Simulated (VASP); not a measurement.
Input of a VASP 6.6.1 run:

Contents of INCAR:

```
PREC = Accurate
ENCUT = 600
EDIFF = 1E-6
ISMEAR = 0
SIGMA = 0.1
LREAL = False
LASPH = True
NELM = 200
ALGO = Normal
ISIF = 2
LWAVE = False
LCHARG = False
ISPIN = 2
MAGMOM = 0 0 0 0 0 0 1 1 0 0
LORBIT = 11
LMAXMIX = 6
GGA = PE
NBANDS = 60
GGA_COMPAT = False
```

File KPOINTS:

```
Automatic mesh
0
Gamma
  3 3 4
```

The input POSCAR:

```
Er3RuC
1.0
    6.7857054307      0.0000000000      0.0000000000
   -3.3928527153      5.8765932855      0.0000000000
    0.0000000000      0.0000000000      4.9991566083
Er Ru C
6 2 2
Direct
    0.1726873331      0.3453746662      0.2500000000
    0.8273126669      0.1726873331      0.7500000000
    0.6546253338      0.8273126669      0.2500000000
    0.8273126669      0.6546253338      0.7500000000
    0.1726873331      0.8273126669      0.2500000000
    0.3453746662      0.1726873331      0.7500000000
    0.3333333333      0.6666666667      0.7500000000
    0.6666666667      0.3333333333      0.2500000000
    0.0000000000      0.0000000000      0.0000000000
    0.0000000000      0.0000000000      0.5000000000
```

Potentials or basis: VASP PAW PBE potentials, release 64 (Er_3, Ru_pv, C), 4f in core.

Launch:

```console
$ cat potpaw_PBE.64/Er_3/POTCAR potpaw_PBE.64/Ru_pv/POTCAR potpaw_PBE.64/C/POTCAR > POTCAR
$ mpirun -np 1 vasp_std > vasp.out
```

Question: Estimate the pressure.

Answer: 0.9 GPa.

Question: What does it give for the net moment?

Answer: 0.00 μB per cell.

Question: What does it give for the band gap on the k mesh?

Answer: Zero (filled and empty bands overlap).

Question: Estimate the largest force.

Answer: 0.081 eV/Å.

Forces in eV/Å, atoms in the order of the input:
```
Er   0.000  0.081  0.000
Er  -0.070  0.040  0.000
Er  -0.070 -0.040  0.000
Er   0.000 -0.081  0.000
Er   0.070 -0.040  0.000
Er   0.070  0.040  0.000
Ru   0.000  0.000  0.000
Ru   0.000  0.000  0.000
C    0.000  0.000  0.000
C    0.000  0.000  0.000
```

Caveat: the magnetic or orbital state may not be the lowest; the moments typed at the start vanished in this run; spin-orbit coupling is left out, which moves the levels of the heavy elements; the 4f electrons are frozen in the core, so they carry no moment and show no levels. The state reached can hang on the start; a lower one may exist.
